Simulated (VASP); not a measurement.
# Sn (Im-3m) in VASP: elastic constants with LDA

Aim: the elastic constants of Sn with LDA.

Everything below comes from runs of VASP 6.6.1. Logs are shortened: lines on timing, memory, paths and dates and some standing lists are left out, and cuts for length are marked.

### Step 1. The cell of the first run

It takes space group Im-3m (No. 229, cubic). The conventional cell has a = 3.707 Å, b = 3.707 Å, c = 3.707 Å, α = 90.00°, β = 90.00°, γ = 90.00°. Within 4.2 Å of Sn (site symmetry m-3m) lie 14 Sn at 3.21 to 3.71 Å.

### Step 2. Elastic constants, LDA

INCAR reads:

```
PREC = Accurate ; ENCUT = 600
EDIFF = 1E-8 ; ISMEAR = -1
SIGMA = 0.1 ; LREAL = False
LASPH = True ; NELM = 100
ALGO = Normal ; ISIF = 3
LWAVE = False ; LCHARG = False
GGA = CA ; NBANDS = 13
IBRION = 6 ; NFREE = 2
POTIM = 0.015 ; NSW = 1
```

KPOINTS reads:

```
regular mesh
0
Gamma
  14 14 14
```

POSCAR reads:

```
Sn
1.0
   -1.8533531110      1.8533531110      1.8533531110
    1.8533531110     -1.8533531110      1.8533531110
    1.8533531110      1.8533531110     -1.8533531110
Sn
1
Direct
    0.0000000000      0.0000000000      0.0000000000
```

Potentials or basis: VASP PAW LDA potentials, release 64 (Sn_d).

Started as:

```console
cat potpaw_LDA.64/Sn_d/POTCAR > POTCAR
mpirun -np 1 vasp_std > vasp.out
```

OUTCAR:

```text
PREC = Accurate
   ENCUT = 600
   EDIFF = 1E-8
   ISMEAR = -1
   LREAL = False
   LASPH = True
   NELM = 100
   ISIF = 3
   GGA = CA
   IBRION = 6
   NFREE = 2
   POTIM = 0.015
   NSW = 1

 ion  position               nearest neighbor table
   1  0.000  0.000  0.000-

  LATTYP: Found a body centered cubic cell.
 ALAT       =     3.7067062220

  Lattice vectors:

 A1 = (  -1.8533531110,   1.8533531110,   1.8533531110)
 A2 = (   1.8533531110,  -1.8533531110,   1.8533531110)
 A3 = (   1.8533531110,   1.8533531110,  -1.8533531110)

Analysis of symmetry for initial positions (statically):
=====================================================================
 Subroutine PRICEL returns:
 Original cell was already a primitive cell.

 Routine SETGRP: Setting up the symmetry group for a
 body centered cubic supercell.

 Subroutine GETGRP returns: Found 48 space group operations
 (whereof 48 operations were pure point group operations)
 out of a pool of 48 trial point group operations.

The static configuration has the point symmetry O_h .

Analysis of symmetry for dynamics (positions and initial velocities):
=====================================================================
 Subroutine PRICEL returns:
 Original cell was already a primitive cell.

 Routine SETGRP: Setting up the symmetry group for a
 body centered cubic supercell.

 Subroutine GETGRP returns: Found 48 space group operations
 (whereof 48 operations were pure point group operations)
 out of a pool of 48 trial point group operations.

The dynamic configuration has the point symmetry O_h .

 Subroutine INISYM returns: Found 48 space group operations
 (whereof 48 operations are pure point group operations),
 and found     1 'primitive' translations

----------------------------------------------------------------------------------------

                                     Primitive cell

  volume of cell :      25.4645

  direct lattice vectors                    reciprocal lattice vectors
    -1.853353111  1.853353111  1.853353111     0.000000000  0.269781294  0.269781294
     1.853353111 -1.853353111  1.853353111     0.269781294  0.000000000  0.269781294
     1.853353111  1.853353111 -1.853353111     0.269781294  0.269781294  0.000000000

  length of vectors
     3.210101753  3.210101753  3.210101753     0.381528364  0.381528364  0.381528364

  position of ions in fractional coordinates (direct lattice)
     0.000000000  0.000000000  0.000000000

  ion indices of the primitive-cell ions
   primitive index   ion index
                 1           1

----------------------------------------------------------------------------------------

 KPOINTS: regular mesh

Automatic generation of k-mesh.
 Grid dimensions read from file:
 generate k-points for:   14   14   14

 Generating k-lattice:

  Cartesian coordinates                     Fractional coordinates (reciprocal lattice)
     0.000000000  0.019270092  0.019270092     0.071428571  0.000000000  0.000000000
     0.019270092  0.000000000  0.019270092     0.000000000  0.071428571  0.000000000
     0.019270092  0.019270092  0.000000000     0.000000000  0.000000000  0.071428571

  Length of vectors
     0.027252026  0.027252026  0.027252026
[... 94 lines left out ...]

 number of electron      14.0000006 magnetization

 Free energy of the ion-electron system (eV)
  ---------------------------------------------------
  ext. energy  EPLUGINS =         0.00000000
  ---------------------------------------------------
  free energy    TOTEN  =        -4.45463215 eV

  energy without entropy =       -4.43917609  energy(sigma->0) =       -4.44690412

------------------------ aborting loop because EDIFF is reached ----------------------------------------

  FORCE on cell =-STRESS in cart. coord.  units (eV):
  Direction    XX          YY          ZZ          XY          YZ          ZX
  --------------------------------------------------------------------------------------
  -------------------------------------------------------------------------------------
  Total        0.0080654      0.0080654      0.0080654      0.0000000     -0.0000000      0.0000000
  in kB        0.5074581      0.5074581      0.5074581      0.0000000     -0.0000000      0.0000000
  external PRESSURE =       0.5074581 kB  Pullay stress =       0.0000000 kB
[... 86 lines left out ...]
  FREE ENERGIE OF THE ION-ELECTRON SYSTEM (eV)
  ---------------------------------------------------
  free  energy   TOTEN  =        -4.4534278651 eV

  energy  without entropy=       -4.4381182006  energy(sigma->0) =       -4.44577303

[... ionic steps 4 to 12 ...]

--------------------------------------- Ionic step       13  -------------------------------------------

 number of electron      14.0000004 magnetization

------------------------ aborting loop because EDIFF is reached ----------------------------------------
[... 65 lines left out ...]
--------------------------------------- Ionic step       15  -------------------------------------------

 number of electron      14.0000002 magnetization

 Free energy of the ion-electron system (eV)
  ---------------------------------------------------
  ext. energy  EPLUGINS =         0.00000000
  ---------------------------------------------------
  free energy    TOTEN  =        -4.45462832 eV

  energy without entropy =       -4.43917225  energy(sigma->0) =       -4.44690028

 E-fermi :   8.6134     XC(G=0): -10.9152

 val. band max:        8.5932294089   @ k =   0.5000   0.5000   0.3571
 cond. band min:       8.6604753302   @ k =  -0.3571   0.4286   0.2857
 fundamental gap:      0.0672459213
 Fermi energy:         8.6134313464

 k-point     1 :       0.0000    0.0000    0.0000
  band No.  band energies     occupation
      1     -12.8697      2.00000
      2     -12.8697      2.00000
      3     -12.8697      2.00000
      4     -12.6979      2.00000
      5     -12.6979      2.00000
      6      -2.9600      2.00000
      7      17.0798      0.00000
      8      17.0798      0.00000
      9      17.0798      0.00000
     10      20.9723      0.00000
     11      20.9723      0.00000
     12      20.9723      0.00000
     13      21.9264      0.00000
[... 354 lines left out ...]
  band No.  band energies     occupation
      1     -12.8881      2.00000
      2     -12.7759      2.00000
      3     -12.7451      2.00000
      4     -12.6939      2.00000
      5     -12.6651      2.00000
      6       3.0687      2.00000
      7       5.4389      2.00000
      8       6.7590      2.00000
      9      12.8735      0.00000
     10      20.0061      0.00000
     11      21.3132      0.00000
     12      21.7838      0.00000
     13      26.0295      0.00000

 [... further k-points ...]
[... 5 lines left out ...]
  --------------------------------------------------------------------------------------
  -------------------------------------------------------------------------------------
  Total        0.0095454      0.0095454      0.0095454      0.0000000      0.0000000     -0.0000000
  in kB        0.6005808      0.6005808      0.6005808      0.0000000      0.0000000     -0.0000000
  external PRESSURE =       0.6005808 kB  Pullay stress =       0.0000000 kB
[... 16 lines left out ...]
  FREE ENERGIE OF THE ION-ELECTRON SYSTEM (eV)
  ---------------------------------------------------
  free  energy   TOTEN  =        -4.4546283154 eV

  energy  without entropy=       -4.4391722516  energy(sigma->0) =       -4.44690028

 INTERNAL STRAIN TENSORS FROM STRAINED CELLS
 ============================================

 INTERNAL STRAIN TENSOR FOR ION    1 for displacements in x,y,z  (eV/Angst):
          X           Y           Z          XY          YZ          ZX
  --------------------------------------------------------------------------------
  x    -0.00000     0.00000     0.00000     0.00000    -0.00000     0.00000
  y    -0.00000    -0.00000     0.00000     0.00000    -0.00000     0.00000
  z     0.00000     0.00000    -0.00000     0.00000    -0.00000     0.00000

 INTERNAL STRAIN TENSORS FROM DISPLACED ATOMS
 ============================================

 INTERNAL STRAIN TENSOR FOR ION    1 for displacements in x,y,z  (eV/Angst):
          X           Y           Z          XY          YZ          ZX
  --------------------------------------------------------------------------------
  x     0.00000     0.00000     0.00000     0.00000     0.00000     0.00000
  y     0.00000     0.00000     0.00000     0.00000     0.00000     0.00000
  z     0.00000     0.00000     0.00000     0.00000     0.00000     0.00000

 Eigenvectors and eigenvalues of the dynamical matrix
 ----------------------------------------------------

   1 f/i=    0.000000 THz     0.000000 2PiTHz    0.000000 cm-1     0.000000 meV
             X         Y         Z           dx          dy          dz
      0.000000  0.000000  0.000000     0.611448   -0.791285    0.000000

   2 f/i=    0.000000 THz     0.000000 2PiTHz    0.000000 cm-1     0.000000 meV
             X         Y         Z           dx          dy          dz
      0.000000  0.000000  0.000000    -0.791285   -0.611448    0.000000

   3 f/i=    0.000000 THz     0.000000 2PiTHz    0.000000 cm-1     0.000000 meV
             X         Y         Z           dx          dy          dz
      0.000000  0.000000  0.000000     0.000000    0.000000    1.000000

--------------------------------------------------------------------------------------------------------

 ELASTIC MODULI CONTR FROM IONIC RELAXATION (kBar)
 Direction    XX          YY          ZZ          XY          YZ          ZX
 --------------------------------------------------------------------------------
 XX           0.0000      0.0000      0.0000      0.0000      0.0000      0.0000
 YY           0.0000      0.0000      0.0000      0.0000      0.0000      0.0000
 ZZ           0.0000      0.0000      0.0000      0.0000      0.0000      0.0000
 XY           0.0000      0.0000      0.0000      0.0000      0.0000      0.0000
 YZ           0.0000      0.0000      0.0000      0.0000      0.0000      0.0000
 ZX           0.0000      0.0000      0.0000      0.0000      0.0000      0.0000
 --------------------------------------------------------------------------------

 TOTAL ELASTIC MODULI (kBar)
 Direction    XX          YY          ZZ          XY          YZ          ZX
 --------------------------------------------------------------------------------
 XX         587.1636    613.2839    613.2839     -0.0000      0.0000      0.0000
 YY         613.2839    587.1636    613.2839      0.0000      0.0000      0.0000
 ZZ         613.2839    613.2839    587.1636     -0.0000     -0.0000     -0.0000
 XY          -0.0000      0.0000     -0.0000    408.4794     -0.0000      0.0000
 YZ           0.0000      0.0000     -0.0000     -0.0000    408.4794      0.0000
 ZX           0.0000      0.0000     -0.0000      0.0000      0.0000    408.4794
 --------------------------------------------------------------------------------
```

It took 20 min on 1 thread of Intel Xeon Platinum 8559C (Emerald Rapids), shared host; peak memory 0.55 GiB.

Results:

| Item | Value |
| --- | --- |
| Elastic constants C11, C12, C44 | 59, 61, 41 GPa |
| Voigt bulk modulus | 60 GPa |

Elastic tensor in Voigt notation (GPa, in the Cartesian axes of the cell as first typed):
```
59 61 61  0  0  0
61 59 61  0  0  0
61 61 59  0  0  0
 0  0  0 41  0  0
 0  0  0  0 41  0
 0  0  0  0  0 41
```

Clamped-ion elastic tensor (GPa):
```
59 61 61  0  0  0
61 59 61  0  0  0
61 61 59  0  0  0
 0  0  0 41  0  0
 0  0  0  0 41  0
 0  0  0  0  0 41
```

Caveat: the elastic tensor has a negative eigenvalue, so either the cell is unstable as it stands or the mesh is too thin; spin-orbit coupling is left out, which moves the levels of the heavy elements.
